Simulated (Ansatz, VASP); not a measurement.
**Hf2N in VASP and in Ansatz**

```
Hf N
1.0
     5.52954    0.00000    0.00000
    -2.76477    4.78872    0.00000
     0.00000    0.00000    5.08150
Hf N
6 3
Direct
  0.66779 0.66779 0.74702
  0.00000 0.33221 0.74702
  0.33221 0.00000 0.74702
  0.33221 0.33221 0.25298
  0.00000 0.66779 0.25298
  0.66779 0.00000 0.25298
  0.66667 0.33333 0.50000
  0.33333 0.66667 0.50000
  0.00000 0.00000 0.00000
```

Alike in both runs: functional PBEsol; k mesh 6 × 6 × 4; occupations gaussian, width 0.1 eV; no spin polarisation.

Ansatz relaxed the structure, and its values are those at the end. VASP's run is a single point on that final structure, the one shown.

|  | VASP | Ansatz |
| --- | --- | --- |
| version | VASP 6.6.1 | Ansatz 0.2.0 |
| potentials or method | VASP PAW PBE potentials, release 64 (Hf_pv, N), cutoff 520 eV | scalar-relativistic, plane waves, PAW |
| valence electrons in the cell | 75 | 171 |

VASP gave:

```
gap on the k mesh at the Fermi level (eV) : none
pressure (GPa)                            : -0.8
rms of the force components (eV/Å)        : 0.020
```

Task: Estimate Ansatz's values.

Result: gap on the k mesh at the Fermi level (eV): none; pressure (GPa): 0.2; rms of the force components (eV/Å): 0.003.

VASP's potentials were made for PBE, not for PBEsol. A gap of «none» marks a metal or a gap that the smearing closes. VASP's potentials hold 75 valence electrons a cell and Ansatz's 171, so a difference there can come from the potentials and not from the codes.

Spin-orbit coupling is off throughout.
